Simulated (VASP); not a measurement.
# TaRu (Pm-3m) in VASP: further runs

Runs on TaRu. Level: LDA. Tasks: vibrations by perturbation theory.

All numbers are computed with VASP 6.6.1; they aren't measurements. Logs are shortened: lines on timing, memory, paths and dates and some standing lists are left out, and cuts for length are marked.

## 1. The cell of the first run

The structure is cubic, space group Pm-3m (No. 221). The conventional cell has a = 3.121 Å, b = 3.121 Å, c = 3.121 Å, α = 90.00°, β = 90.00°, γ = 90.00°. Within 3.6 Å of Ta (site symmetry m-3m) lie 8 Ru at 2.70 Å and 6 Ta at 3.12 Å. Ru (site symmetry m-3m) has 8 Ta at 2.70 Å and 6 Ru at 3.12 Å within 3.6 Å.

## 2. Vibrations by perturbation theory, LDA

Input file INCAR:

```
SYSTEM = TaRu
  ALGO = Normal
  EDIFF = 1E-8
  ENCUT = 520
  IBRION = 8
  ISIF = 2
  ISMEAR = -1
  LASPH = .TRUE.
  LCHARG = .TRUE.
  LREAL = .FALSE.
  LWAVE = .FALSE.
  NELM = 80
  NSW = 1
  PREC = Accurate
  SIGMA = 0.15
```

Input file KPOINTS:

```
k-points
0
G
  14 14 14
  0 0 0
```

Input file POSCAR:

```
TaRu
1.0
    3.1205143663      0.0000000000      0.0000000000
    0.0000000000      3.1205143663      0.0000000000
    0.0000000000      0.0000000000      3.1205143663
Ta Ru
1 1
Direct
    0.5000000000      0.5000000000      0.5000000000
    0.0000000000      0.0000000000      0.0000000000
```

Potentials or basis: VASP PAW LDA potentials, release 64 (Ta_pv, Ru_pv).

Run with:

```console
> cat potpaw_LDA.64/Ta_pv/POTCAR potpaw_LDA.64/Ru_pv/POTCAR > POTCAR
> mpirun -np 1 vasp_std > vasp.out
```

OUTCAR:

```text
SYSTEM = TaRu
   EDIFF = 1E-8
   ENCUT = 520
   IBRION = 8
   ISIF = 2
   ISMEAR = -1
   LASPH = .TRUE.
   LREAL = .FALSE.
   NELM = 80
   NSW = 1
   PREC = Accurate

 ion  position               nearest neighbor table
   1  0.500  0.500  0.500-   2 2.70   2 2.70   2 2.70   2 2.70   2 2.70   2 2.70   2 2.70   2 2.70

   2  0.000  0.000  0.000-   1 2.70   1 2.70   1 2.70   1 2.70   1 2.70   1 2.70   1 2.70   1 2.70

  LATTYP: Found a simple cubic cell.
 ALAT       =     3.1205143663

  Lattice vectors:

 A1 = (   3.1205143663,   0.0000000000,   0.0000000000)
 A2 = (   0.0000000000,   3.1205143663,   0.0000000000)
 A3 = (   0.0000000000,   0.0000000000,   3.1205143663)

Analysis of symmetry for initial positions (statically):
=====================================================================
 Subroutine PRICEL returns:
 Original cell was already a primitive cell.

 Routine SETGRP: Setting up the symmetry group for a
 simple cubic supercell.

 Subroutine GETGRP returns: Found 48 space group operations
 (whereof 48 operations were pure point group operations)
 out of a pool of 48 trial point group operations.

The static configuration has the point symmetry O_h .

Analysis of symmetry for dynamics (positions and initial velocities):
=====================================================================
 Subroutine PRICEL returns:
 Original cell was already a primitive cell.

 Routine SETGRP: Setting up the symmetry group for a
 simple cubic supercell.

 Subroutine GETGRP returns: Found 48 space group operations
 (whereof 48 operations were pure point group operations)
 out of a pool of 48 trial point group operations.

The dynamic configuration has the point symmetry O_h .

 Subroutine INISYM returns: Found 48 space group operations
 (whereof 48 operations are pure point group operations),
 and found     1 'primitive' translations

----------------------------------------------------------------------------------------

                                     Primitive cell

  volume of cell :      30.3864

  direct lattice vectors                    reciprocal lattice vectors
     3.120514366  0.000000000  0.000000000     0.320459989  0.000000000  0.000000000
     0.000000000  3.120514366  0.000000000     0.000000000  0.320459989  0.000000000
     0.000000000  0.000000000  3.120514366     0.000000000  0.000000000  0.320459989

  length of vectors
     3.120514366  3.120514366  3.120514366     0.320459989  0.320459989  0.320459989

  position of ions in fractional coordinates (direct lattice)
     0.500000000  0.500000000  0.500000000
     0.000000000  0.000000000  0.000000000

  ion indices of the primitive-cell ions
   primitive index   ion index
                 1           1
                 2           2

----------------------------------------------------------------------------------------

 KPOINTS: k-points

Automatic generation of k-mesh.
 Grid dimensions read from file:
 generate k-points for:   14   14   14

 Generating k-lattice:

  Cartesian coordinates                     Fractional coordinates (reciprocal lattice)
     0.022889999  0.000000000  0.000000000     0.071428571  0.000000000  0.000000000
     0.000000000  0.022889999  0.000000000     0.000000000  0.071428571  0.000000000
[... 71 lines left out ...]
   EMIN   =  10.00;   EMAX   =-10.00  energy-range for DOS
   EFERMI =   0.00;   METHOD = LEGACY
   ISMEAR =    -1;   SIGMA  =   0.15  broadening in eV -4-tet -1-fermi 0-gaus
   EFERMI_NEDOS =   21; number of points for ismear=-14 and -15
   IALGO  =     38    algorithm
   IMIX   =      4    mixing-type and parameters
     AMIX     =   0.40;   BMIX     =  1.00
     AMIX_MAG =   1.60;   BMIX_MAG =  1.00
  volume/ion in A,a.u.               =      15.19       102.53
  Fermi-wavevector in a.u.,A,eV,Ry     =   1.534012  2.898862 32.017116  2.353192
  Thomas-Fermi vector in A             =   2.640999
   LORBIT       =      0    0 simple, 1 ext, 2 COOP (PROOUT), +10 PAW based schemes
   GGA     = CA    functional components
   LHFCALC =     F    Hartree Fock is set to
   AEXX    =    0.0000 exact exchange contribution
   IVDW    =     0    specifies the selected vdW correction
   LEPSILON=     F    determine dielectric tensor
   LRPA    =     F    only Hartree local field effects (RPA)
 non-spin polarized calculation
  energy-cutoff  :      520.00
  volume of cell :       30.39
 maximum number of plane-waves:       840
 NGX is ok and might be reduce to    24
   NGX = 11   NGY = 11   NGZ = 11

--------------------------------------- Ionic step        1  -------------------------------------------

 number of electron      24.9999998 magnetization

 Free energy of the ion-electron system (eV)
  ---------------------------------------------------
  ext. energy  EPLUGINS =         0.00000000
  ---------------------------------------------------
  free energy    TOTEN  =       -24.09858105 eV

  energy without entropy =      -23.92138703  energy(sigma->0) =      -24.00998404

 E-fermi :   9.9638     XC(G=0): -13.7031

 val. band max:        9.9529018640   @ k =   0.5000   0.3571   0.0000
 cond. band min:       9.9712545126   @ k =   0.2143   0.0714   0.0000
 fundamental gap:      0.0183526487
 Fermi energy:         9.9638498794

 k-point     1 :       0.0000    0.0000    0.0000
  band No.  band energies     occupation
      1     -33.0673      2.00000
      2     -33.0673      2.00000
      3     -33.0673      2.00000
      4     -24.7207      2.00000
      5     -24.7207      2.00000
      6     -24.7207      2.00000
[... 433 lines left out ...]
      3     -33.0412      2.00000
      4     -25.0267      2.00000
      5     -24.8484      2.00000
      6     -24.7122      2.00000
[... 8 lines left out ...]
     15      11.5576      0.00005
     16      11.6223      0.00003

 [... further k-points ...]
[... 5 lines left out ...]
  --------------------------------------------------------------------------------------
  -------------------------------------------------------------------------------------
  Total        0.1981595      0.1981595      0.1981595     -0.0000000     -0.0000000     -0.0000000
  in kB       10.4483336     10.4483336     10.4483336     -0.0000000     -0.0000000     -0.0000000
  external PRESSURE =      10.4483336 kB  Pullay stress =       0.0000000 kB

 VOLUME and BASIS-vectors are now :
 -----------------------------------------------------------------------------
  energy-cutoff  :      520.00
  volume of cell :       30.39
      direct lattice vectors                 reciprocal lattice vectors
     3.120514366  0.000000000  0.000000000     0.320459989  0.000000000  0.000000000
     0.000000000  3.120514366  0.000000000     0.000000000  0.320459989  0.000000000
     0.000000000  0.000000000  3.120514366     0.000000000  0.000000000  0.320459989

 POSITION                                       TOTAL-FORCE (eV/Angst)
 -----------------------------------------------------------------------------------
      1.56026      1.56026      1.56026         0.000000      0.000000      0.000000
      0.00000      0.00000      0.00000         0.000000      0.000000      0.000000
 -----------------------------------------------------------------------------------
    total drift:                                0.000000      0.000000     -0.000000

  FREE ENERGIE OF THE ION-ELECTRON SYSTEM (eV)
  ---------------------------------------------------
  free  energy   TOTEN  =       -24.0985810531 eV

  energy  without entropy=      -23.9213870254  energy(sigma->0) =      -24.00998404

[... ionic steps 2 to 3 ...]

--------------------------------------- Ionic step        4  -------------------------------------------

------------------------ aborting loop because EDIFF is reached ----------------------------------------

[... ionic steps 5 to 6 ...]

--------------------------------------- Ionic step        7  -------------------------------------------

 Free energy of the ion-electron system (eV)
  ---------------------------------------------------
  ---------------------------------------------------
  free energy    TOTEN  =        -0.65316335 eV

  energy without entropy =       -0.65316333

------------------------ aborting loop because EDIFF is reached ----------------------------------------

 INTERNAL STRAIN TENSOR  FOR ION    2  DIRECTION 1   (eV/Angst):
 -----------------------------------------------------------------------------
     0.09747  0.00000  0.00000
     0.00000 -0.05304 -0.00000
     0.00000 -0.00000 -0.05304

 INTERNAL STRAIN TENSOR FOR ION    2 for displacements in x,y,z  (eV/Angst):
          X           Y           Z          XY          YZ          ZX
  --------------------------------------------------------------------------------
  x     0.00000     0.00000     0.00000     0.00000     0.00000     0.00000
  y     0.00000     0.00000     0.00000     0.00000     0.00000     0.00000
  z     0.00000     0.00000     0.00000     0.00000     0.00000     0.00000

 SECOND DERIVATIVES (NOT SYMMETRIZED)
 ------------------------------------
               1X          1Y          1Z          2X          2Y          2Z
  1X    -5.231208   -0.000000   -0.000000    5.231208    0.000000    0.000000
  1Y    -0.000000   -5.231208   -0.000000    0.000000    5.231208    0.000000
  1Z    -0.000000   -0.000000   -5.231208    0.000000    0.000000    5.231208
  2X     5.222874   -0.000000    0.000000   -5.222874    0.000000   -0.000000
  2Y    -0.000000    5.222874    0.000000    0.000000   -5.222874   -0.000000
  2Z    -0.000000   -0.000000    5.222874    0.000000    0.000000   -5.222874

 Eigenvectors and eigenvalues of the dynamical matrix
 ----------------------------------------------------

   1 f  =    4.437926 THz    27.884312 2PiTHz  148.033282 cm-1    18.353780 meV
             X         Y         Z           dx          dy          dz
      1.560257  1.560257  1.560257     0.000000    0.598956    0.000000
      0.000000  0.000000  0.000000    -0.000000   -0.800782    0.000000
[... 21 lines left out ...]
   6 f/i=    0.001697 THz     0.010661 2PiTHz    0.056598 cm-1     0.007017 meV
             X         Y         Z           dx          dy          dz
      1.560257  1.560257  1.560257    -0.388757    0.700086    0.000000
      0.000000  0.000000  0.000000    -0.290776    0.523639    0.000000

--------------------------------------------------------------------------------------------------------

 ELASTIC MODULI CONTR FROM IONIC RELAXATION (kBar)
 Direction    XX          YY          ZZ          XY          YZ          ZX
 --------------------------------------------------------------------------------
 XX           0.0000      0.0000      0.0000      0.0000      0.0000      0.0000
 YY           0.0000      0.0000      0.0000      0.0000      0.0000      0.0000
 ZZ           0.0000      0.0000      0.0000      0.0000      0.0000      0.0000
 XY           0.0000      0.0000      0.0000      0.0000      0.0000      0.0000
 YZ           0.0000      0.0000      0.0000      0.0000      0.0000      0.0000
 ZX           0.0000      0.0000      0.0000      0.0000      0.0000      0.0000
 --------------------------------------------------------------------------------
```

Run time: 9.9 min. Hardware: 1 thread of Intel Xeon 8259CL, shared host; peak memory 0.4 GiB.

What came out:

```yaml
Highest_phonon_frequency_at_Γ: 148 cm⁻¹
```

Phonon frequencies in cm⁻¹ (negative: imaginary):
```tsv
q point	frequencies
(0.000, 0.000, 0.000)	0 0 0 148 148 148
```

Caveat: the cell stands under pressure or tension, which shifts response properties; spin-orbit coupling is left out, which moves the levels of the heavy elements.

## 3. Vibrations by perturbation theory, LDA

Input file INCAR:

```
SYSTEM = TaRu
ALGO     = Fast           ! electronic algorithm
EDIFF    = 1E-8           ! SCF threshold, eV
ENCUT    = 520            ! plane-wave cutoff, eV
IBRION   = 8              ! ionic algorithm
ISIF     = 2              ! what is computed and relaxed
ISMEAR   = 0              ! smearing method
LASPH    = .True.         ! aspherical terms in the spheres
LCHARG   = .False.        ! write CHGCAR
LREAL    = .False.        ! projectors in reciprocal space
LWAVE    = .False.        ! write WAVECAR
NELM     = 80             ! most SCF steps
NSW      = 1              ! ionic steps
PREC     = Accurate       ! precision mode
SIGMA    = 0.3            ! smearing width, eV
```

Input file KPOINTS:

```
k-points
0
Gamma
  14 14 14
  0 0 0
```

POSCAR is that of step 2.

Potentials or basis: VASP PAW LDA potentials, release 64 (Ta_pv, Ru_pv).

Run with:

```console
> cat potpaw_LDA.64/Ta_pv/POTCAR potpaw_LDA.64/Ru_pv/POTCAR > POTCAR
> mpirun -np 1 vasp_std > vasp.out
```

OUTCAR:

```text
SYSTEM = TaRu
   EDIFF = 1E-8
   ENCUT = 520
   IBRION = 8
   ISIF = 2
   ISMEAR = 0
   LASPH = .True.
   LREAL = .False.
   NELM = 80
   NSW = 1
   PREC = Accurate

 ion  position               nearest neighbor table
   1  0.500  0.500  0.500-   2 2.70   2 2.70   2 2.70   2 2.70   2 2.70   2 2.70   2 2.70   2 2.70

   2  0.000  0.000  0.000-   1 2.70   1 2.70   1 2.70   1 2.70   1 2.70   1 2.70   1 2.70   1 2.70

  LATTYP: Found a simple cubic cell.
 ALAT       =     3.1205143663

  Lattice vectors:

 A1 = (   3.1205143663,   0.0000000000,   0.0000000000)
 A2 = (   0.0000000000,   3.1205143663,   0.0000000000)
 A3 = (   0.0000000000,   0.0000000000,   3.1205143663)

Analysis of symmetry for initial positions (statically):
=====================================================================
[... 687 lines left out ...]

  energy without entropy =       -0.65317956

------------------------ aborting loop because EDIFF is reached ----------------------------------------

 INTERNAL STRAIN TENSOR  FOR ION    2  DIRECTION 1   (eV/Angst):
 -----------------------------------------------------------------------------
     0.09854 -0.00000  0.00000
    -0.00000 -0.05617  0.00000
     0.00000  0.00000 -0.05617

 INTERNAL STRAIN TENSOR FOR ION    2 for displacements in x,y,z  (eV/Angst):
          X           Y           Z          XY          YZ          ZX
  --------------------------------------------------------------------------------
  x     0.00000     0.00000     0.00000     0.00000     0.00000     0.00000
  y     0.00000     0.00000     0.00000     0.00000     0.00000     0.00000
  z     0.00000     0.00000     0.00000     0.00000     0.00000     0.00000

 SECOND DERIVATIVES (NOT SYMMETRIZED)
 ------------------------------------
               1X          1Y          1Z          2X          2Y          2Z
  1X    -5.129251    0.000000   -0.000000    5.129251   -0.000000    0.000000
  1Y     0.000000   -5.129251    0.000000   -0.000000    5.129251   -0.000000
  1Z     0.000000   -0.000000   -5.129251   -0.000000    0.000000    5.129251
  2X     5.121558    0.000000   -0.000000   -5.121558   -0.000000    0.000000
  2Y     0.000000    5.121558   -0.000000   -0.000000   -5.121558    0.000000
  2Z    -0.000000   -0.000000    5.121558    0.000000    0.000000   -5.121558

 Eigenvectors and eigenvalues of the dynamical matrix
 ----------------------------------------------------

   1 f  =    4.394597 THz    27.612068 2PiTHz  146.587982 cm-1    18.174585 meV
             X         Y         Z           dx          dy          dz
      1.560257  1.560257  1.560257     0.000000    0.598938    0.000000
      0.000000  0.000000  0.000000    -0.000000   -0.800795    0.000000
[... 21 lines left out ...]
   6 f/i=    0.001582 THz     0.009939 2PiTHz    0.052764 cm-1     0.006542 meV
             X         Y         Z           dx          dy          dz
      1.560257  1.560257  1.560257     0.755417   -0.265741   -0.000000
      0.000000  0.000000  0.000000     0.564998   -0.198755    0.000000

--------------------------------------------------------------------------------------------------------

 ELASTIC MODULI CONTR FROM IONIC RELAXATION (kBar)
 Direction    XX          YY          ZZ          XY          YZ          ZX
 --------------------------------------------------------------------------------
 XX           0.0000      0.0000      0.0000      0.0000      0.0000      0.0000
 YY           0.0000      0.0000      0.0000      0.0000      0.0000      0.0000
 ZZ           0.0000      0.0000      0.0000      0.0000      0.0000      0.0000
 XY           0.0000      0.0000      0.0000      0.0000      0.0000      0.0000
 YZ           0.0000      0.0000      0.0000      0.0000      0.0000      0.0000
 ZX           0.0000      0.0000      0.0000      0.0000      0.0000      0.0000
 --------------------------------------------------------------------------------
```

OSZICAR:

```text
N       E                     dE             d eps       ncg     rms          rms(c)
DAV:   1     0.215528015856E+03    0.21553E+03   -0.14768E+04  3840   0.162E+03
DAV:   2    -0.214486635319E+02   -0.23698E+03   -0.23560E+03  4776   0.459E+02
DAV:   3    -0.252085214133E+02   -0.37599E+01   -0.37367E+01  4600   0.622E+01
[... 57 lines left out ...]
RMM:  13    -0.653179650570E+00   -0.11040E-06   -0.26302E-07 17236   0.272E-04    0.836E-06
RMM:  14    -0.653179581300E+00    0.69270E-07   -0.11243E-07 18845   0.181E-04    0.115E-05
RMM:  15    -0.653179610994E+00   -0.29694E-07   -0.12410E-07 17377   0.136E-04    0.606E-06
RMM:  16    -0.653179583402E+00    0.27592E-07   -0.60115E-08 17122   0.103E-04    0.123E-05
RMM:  17    -0.653179584958E+00   -0.15557E-08   -0.62223E-08 17677   0.779E-05    0.147E-05
 Linear response finished
```

stdout:

```text
POSCAR found type information on POSCAR TaRu
 POSCAR found :  2 types and       2 ions
 scaLAPACK will be used
 LDA part: xc-table for (Slater(with rela. corr.)+CA(PZ))
 , standard interpolation
 POSCAR, INCAR and KPOINTS ok, starting setup
 FFT: planning ... GRIDC
 FFT: planning ... GRID_SOFT
 FFT: planning ... GRID
 WAVECAR not read
 entering main loop
 Linear response reoptimize wavefunctions to high precision
 Linear response DOF=           2
 Linear response progress:
 first order change of Fermi-energy  -0.14438E-02
 force on displaced ion       1 direction 1 :  -5.129  -0.000   0.000
 Linear response progress:
 first order change of Fermi-energy   0.19417E-02
 force on displaced ion       2 direction 1 :  -5.122  -0.000   0.000
 Linear response finished
```

Wall time 9.9 min (1 thread of Intel Xeon 8259CL, shared host); peak memory 0.4 GiB.

What came out:

```yaml
Highest_phonon_frequency_at_Γ: 147 cm⁻¹
```

Phonon frequencies in cm⁻¹ (negative: imaginary):
```tsv
q point	frequencies
(0.000, 0.000, 0.000)	0 0 0 147 147 147
```

Caveat: so wide a smearing shifts energies and pressures; spin-orbit coupling is left out, which moves the levels of the heavy elements.
